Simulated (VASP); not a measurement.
# Re (P6/mmm) in VASP: single point with PBEsol

Aim: the single point of Re with PBEsol.

All numbers are computed with VASP 6.6.1; they aren't measurements. Logs are shortened: lines on timing, memory, paths and dates and some standing lists are left out, and cuts for length are marked.

**1. The cell of the first run**

It takes space group P6/mmm (No. 191, hexagonal). The conventional cell has a = 2.748 Å, b = 2.748 Å, c = 4.494 Å, α = 90.00°, β = 90.00°, γ = 120.00°. Re (site symmetry 6/mmm) has 6 Re at 2.75 Å within 3.6 Å.

**2. Single point, PBEsol**

The input, INCAR:

```
PREC     = Accurate       # precision mode
ENCUT    = 520            # plane-wave cutoff, eV
EDIFF    = 1E-6           # SCF threshold, eV
ISMEAR   = -1             # smearing method
SIGMA    = 0.05           # smearing width, eV
LREAL    = False          # projectors in reciprocal space
LASPH    = True           # aspherical terms in the spheres
NELM     = 60             # most SCF steps
ALGO     = Normal         # electronic algorithm
ISIF     = 2              # what is computed and relaxed
LWAVE    = False          # write WAVECAR
LCHARG   = False          # write CHGCAR
GGA      = PS             # functional
NBANDS   = 10             # bands
```

The input, KPOINTS:

```
regular mesh
0
Gamma
  10 10 5
```

The input, POSCAR:

```
Re
1.0
    2.7482200000      0.0000000000      0.0000000000
   -1.3741100000      2.3800300000      0.0000000000
    0.0000000000      0.0000000000      4.4940700000
Re
1
Direct
    0.3333333333      0.6666666667      0.5000000000
```

Potentials or basis: VASP PAW PBE potentials, release 64 (Re).

On the command line:

```bash
cat potpaw_PBE.64/Re/POTCAR > POTCAR
mpirun -np 1 vasp_std > vasp.out
```

OUTCAR:

```text
PREC = Accurate
   ENCUT = 520
   EDIFF = 1E-6
   ISMEAR = -1
   LREAL = False
   LASPH = True
   NELM = 60
   ISIF = 2
   GGA = PS

 ion  position               nearest neighbor table
   1  0.333  0.667  0.500-

  LATTYP: Found a hexagonal cell.
 ALAT       =     2.7482200000
 C/A-ratio  =     1.6352657356

  Lattice vectors:

 A1 = (   2.7482200000,   0.0000000000,   0.0000000000)
 A2 = (  -1.3741100000,   2.3800300000,   0.0000000000)
 A3 = (   0.0000000000,   0.0000000000,   4.4940700000)

Analysis of symmetry for initial positions (statically):
=====================================================================
 Subroutine PRICEL returns:
 Original cell was already a primitive cell.

 Routine SETGRP: Setting up the symmetry group for a
 hexagonal supercell.

 Subroutine GETGRP returns: Found 24 space group operations
 (whereof 12 operations were pure point group operations)
 out of a pool of 24 trial point group operations.

The static configuration has the point symmetry D_3h.
 The point group associated with its full space group is D_6h.

Analysis of symmetry for dynamics (positions and initial velocities):
=====================================================================
 Subroutine PRICEL returns:
 Original cell was already a primitive cell.

 Routine SETGRP: Setting up the symmetry group for a
 hexagonal supercell.

 Subroutine GETGRP returns: Found 24 space group operations
 (whereof 12 operations were pure point group operations)
 out of a pool of 24 trial point group operations.

The dynamic configuration has the point symmetry D_3h.
 The point group associated with its full space group is D_6h.

 Subroutine INISYM returns: Found 24 space group operations
 (whereof 12 operations are pure point group operations),
 and found     1 'primitive' translations

----------------------------------------------------------------------------------------

                                     Primitive cell

  volume of cell :      29.3950

  direct lattice vectors                    reciprocal lattice vectors
     2.748220000  0.000000000  0.000000000     0.363871888  0.210081386  0.000000000
    -1.374110000  2.380030000  0.000000000     0.000000000  0.420162771  0.000000000
     0.000000000  0.000000000  4.494070000     0.000000000  0.000000000  0.222515448

  length of vectors
     2.748220000  2.748221442  4.494070000     0.420162991  0.420162771  0.222515448

  position of ions in fractional coordinates (direct lattice)
     0.333333333  0.666666667  0.500000000

  ion indices of the primitive-cell ions
   primitive index   ion index
                 1           1

----------------------------------------------------------------------------------------

 KPOINTS: regular mesh

Automatic generation of k-mesh.
 Grid dimensions read from file:
 generate k-points for:   10   10    5

 Generating k-lattice:

  Cartesian coordinates                     Fractional coordinates (reciprocal lattice)
     0.036387189  0.021008139  0.000000000     0.100000000  0.000000000  0.000000000
     0.000000000  0.042016277  0.000000000     0.000000000  0.100000000  0.000000000
     0.000000000  0.000000000  0.044503090     0.000000000  0.000000000  0.200000000

  Length of vectors
     0.042016299  0.042016277  0.044503090

  Shift w.r.t. Gamma in fractional coordinates (k-lattice)
     0.000000000  0.000000000  0.000000000

 Subroutine IBZKPT returns following result:
 ===========================================

 Found     42 irreducible k-points:

 Following reciprocal coordinates:
            Coordinates               Weight
  0.000000  0.000000  0.000000      1.000000
  0.100000 -0.000000  0.000000      6.000000
  0.200000 -0.000000  0.000000      6.000000
  0.300000  0.000000  0.000000      6.000000
  0.400000 -0.000000  0.000000      6.000000
  0.500000  0.000000  0.000000      3.000000
[... 16 lines left out ...]
  0.300000  0.100000  0.200000     24.000000
  0.400000  0.100000  0.200000     24.000000
 [... further k-points ...]
   k-points           NKPTS =     42   k-points in BZ     NKDIM =     42   number of bands    NBANDS=     10
   number of dos      NEDOS =    301   number of ions     NIONS =      1
   total plane-waves  NPLWV =  14400
   dimension x,y,z NGX =    20 NGY =   20 NGZ =   36
   dimension x,y,z NGXF=    40 NGYF=   40 NGZF=   72
   ions per type =               1
   NGX,Y,Z   is equivalent  to a cutoff of  12.10, 12.10, 13.32 a.u.
   NGXF,Y,Z  is equivalent  to a cutoff of  24.20, 24.20, 26.63 a.u.
 SYSTEM =  unknown system
   PREC   = accura    normal or accurate (medium, high low for compatibility)
   ISTART =      0    job   : 0-new  1-cont  2-samecut
   ICHARG =      2    charge: 1-file 2-atom 10-const
   ISPIN  =      1    spin polarized calculation?
   LNONCOLLINEAR =      F non collinear calculations
   LSORBIT =      F    spin-orbit coupling
   LASPH  =      T    aspherical Exc in radial PAW
   ENCUT  =  520.0 eV  38.22 Ry    6.18 a.u.   5.11  5.11  8.36*2*pi/ulx,y,z
   NELM   =     60;   NELMIN=  2; NELMDL= -5     # of ELM steps
   EDIFF  = 0.1E-05   stopping-criterion for ELM
   LREAL  =      F    real-space projection
   EDIFFG = 0.1E-04   stopping-criterion for IOM
   NSW    =      0    number of steps for IOM
   IBRION =     -1    ionic relax: 0-MD 1-quasi-New 2-CG
   NFREE  =      0    steps in history (QN), initial steepest desc. (CG)
   ISIF   =      2    stress and relaxation
   ISYM   =      2    0-nonsym 1-usesym 2-fastsym
   POTIM  = 0.5000    time-step for ionic-motion
   TEBEG  =    0.0;   TEEND  =   0.0 temperature during run
   PSTRESS=    0.0 pullay stress
   NELECT =       7.0000    total number of electrons
   NUPDOWN=      -1.0000    fix difference up-down
   EMIN   =  10.00;   EMAX   =-10.00  energy-range for DOS
   EFERMI =   0.00;   METHOD = LEGACY
   ISMEAR =    -1;   SIGMA  =   0.05  broadening in eV -4-tet -1-fermi 0-gaus
   EFERMI_NEDOS =   21; number of points for ismear=-14 and -15
   IALGO  =     38    algorithm
   IMIX   =      4    mixing-type and parameters
     AMIX     =   0.40;   BMIX     =  1.00
     AMIX_MAG =   1.60;   BMIX_MAG =  1.00
  volume/ion in A,a.u.               =      29.40       198.37
  Fermi-wavevector in a.u.,A,eV,Ry     =   1.014728  1.917558 14.009547  1.029673
  Thomas-Fermi vector in A             =   2.147972
   LORBIT       =      0    0 simple, 1 ext, 2 COOP (PROOUT), +10 PAW based schemes
   GGA     = PS    functional components
   LHFCALC =     F    Hartree Fock is set to
   AEXX    =    0.0000 exact exchange contribution
   IVDW    =     0    specifies the selected vdW correction
   LEPSILON=     F    determine dielectric tensor
   LRPA    =     F    only Hartree local field effects (RPA)
 non-spin polarized calculation
  energy-cutoff  :      520.00
  volume of cell :       29.40
 maximum number of plane-waves:       800
   NGX = 11   NGY = 11   NGZ = 17

 number of electron       7.0000001 magnetization

 Free energy of the ion-electron system (eV)
  ---------------------------------------------------
  ext. energy  EPLUGINS =         0.00000000
  ---------------------------------------------------
  free energy    TOTEN  =       -10.25111888 eV

  energy without entropy =      -10.23230426  energy(sigma->0) =      -10.24171157

 E-fermi :   1.3241     XC(G=0):  -9.7509

 val. band max:        1.3000698337   @ k =   0.3000   0.2000   0.4000
 cond. band min:       1.3550499420   @ k =   0.4000   0.2000   0.2000
 fundamental gap:      0.0549801083
 Fermi energy:         1.3240678940

 k-point     1 :       0.0000    0.0000    0.0000
  band No.  band energies     occupation
      1      -5.6028      2.00000
      2      -1.1317      2.00000
      3       0.4188      2.00000
      4       0.4189      2.00000
      5       3.5005      0.00000
      6       3.5005      0.00000
      7       4.4811      0.00000
      8      10.2424      0.00000
      9      17.2701      0.00000
     10      23.2704      0.00000

 k-point     2 :       0.1000   -0.0000    0.0000
  band No.  band energies     occupation
      1      -5.1596      2.00000
      2      -0.9480      2.00000
      3       0.1195      2.00000
      4       0.7826      1.99996
      5       2.2063      0.00000
      6       3.3969      0.00000
      7       5.9045      0.00000
      8      10.3477      0.00000
      9      18.0317      0.00000
     10      22.1172      0.00000

 k-point     3 :       0.2000   -0.0000    0.0000
  band No.  band energies     occupation
      1      -4.0319      2.00000
      2      -0.6411      2.00000
      3      -0.1670      2.00000
      4       0.7632      1.99997
      5       1.8220      0.00009
      6       3.1355      0.00000
      7       7.7230      0.00000
      8      10.6493      0.00000
      9      17.5112      0.00000
     10      20.8227      0.00000

 k-point     4 :       0.3000    0.0000    0.0000
  band No.  band energies     occupation
      1      -3.2060      2.00000
      2      -0.3583      2.00000
      3      -0.2342      2.00000
      4       0.7043      1.99999
      5       2.8299      0.00000
      6       3.3534      0.00000
      7       9.4051      0.00000
      8      11.1026      0.00000
      9      14.1507      0.00000
     10      19.6691      0.00000
[... 222 lines left out ...]
 k-point    22 :       0.2000    0.1000    0.2000
  band No.  band energies     occupation
      1      -3.0127      2.00000
      2      -0.7762      2.00000
      3      -0.2504      2.00000
      4       0.5262      2.00000
      5       2.7300      0.00000
      6       3.0405      0.00000
      7       7.0982      0.00000
      8      13.1919      0.00000
      9      16.3666      0.00000
     10      18.2006      0.00000

 k-point    23 :       0.3000    0.1000    0.2000
  band No.  band energies     occupation
      1      -2.7520      2.00000
      2      -0.8801      2.00000
      3       0.4966      2.00000
      4       1.0989      1.97812
      5       2.3285      0.00000
      6       4.8763      0.00000
      7       8.4576      0.00000
      8      12.3809      0.00000
      9      14.3776      0.00000
     10      16.7007      0.00000

 k-point    24 :       0.4000    0.1000    0.2000
  band No.  band energies     occupation
      1      -2.9956      2.00000
      2      -1.2338      2.00000
      3       1.4642      0.11428
      4       2.0913      0.00000
      5       2.4853      0.00000
      6       6.4505      0.00000
      7       9.2259      0.00000
      8      10.7549      0.00000
      9      12.9988      0.00000
     10      15.7968      0.00000

 [... further k-points ...]

------------------------ aborting loop because EDIFF is reached ----------------------------------------

  FORCE on cell =-STRESS in cart. coord.  units (eV):
  Direction    XX          YY          ZZ          XY          YZ          ZX
  --------------------------------------------------------------------------------------
  -------------------------------------------------------------------------------------
  Total       -6.3171711     -6.3171799     -1.0328101      0.0000000      0.0000000      0.0000000
  in kB     -344.3177889   -344.3182706    -56.2933789      0.0000000      0.0000000      0.0000000
  external PRESSURE =    -248.3098128 kB  Pullay stress =       0.0000000 kB

 VOLUME and BASIS-vectors are now :
 -----------------------------------------------------------------------------
  energy-cutoff  :      520.00
  volume of cell :       29.40
      direct lattice vectors                 reciprocal lattice vectors
     2.748220000  0.000000000  0.000000000     0.363871888  0.210081386  0.000000000
    -1.374110000  2.380030000  0.000000000     0.000000000  0.420162771  0.000000000
     0.000000000  0.000000000  4.494070000     0.000000000  0.000000000  0.222515448

 POSITION                                       TOTAL-FORCE (eV/Angst)
 -----------------------------------------------------------------------------------
     -0.00000      1.58669      2.24703         0.000000      0.000000      0.000000
 -----------------------------------------------------------------------------------
    total drift:                                0.000000     -0.000000     -0.000000

  FREE ENERGIE OF THE ION-ELECTRON SYSTEM (eV)
  ---------------------------------------------------
  free  energy   TOTEN  =       -10.2511188754 eV

  energy  without entropy=      -10.2323042586  energy(sigma->0) =      -10.24171157
```

Run time: 10 s. Hardware: 1 thread of AMD EPYC 7R13 (Zen 3), shared host; peak memory 0.11 GiB.

What came out:

```
Free energy : -10.2511 eV
Pressure    : -24.8 GPa
```

Levels at points of the mesh, in eV from the Fermi level:
| k point | band 1 | band 2 | band 3 | band 4 | band 5 | band 6 | band 7 | band 8 |
| --- | --- | --- | --- | --- | --- | --- | --- | --- |
| (0.00, 0.00, 0.00) | -6.93 | -2.46 | -0.91 | -0.91 | 2.18 | 2.18 | 3.16 | 8.92 |
| (0.50, 0.00, 0.00) | -4.77 | -2.63 | -0.05 | 1.18 | 2.33 | 4.37 | 8.23 | 9.84 |

Caveat: the PAW data sets were made with another functional, which shifts forces and pressure a little; spin-orbit coupling is left out, which moves the levels of the heavy elements.
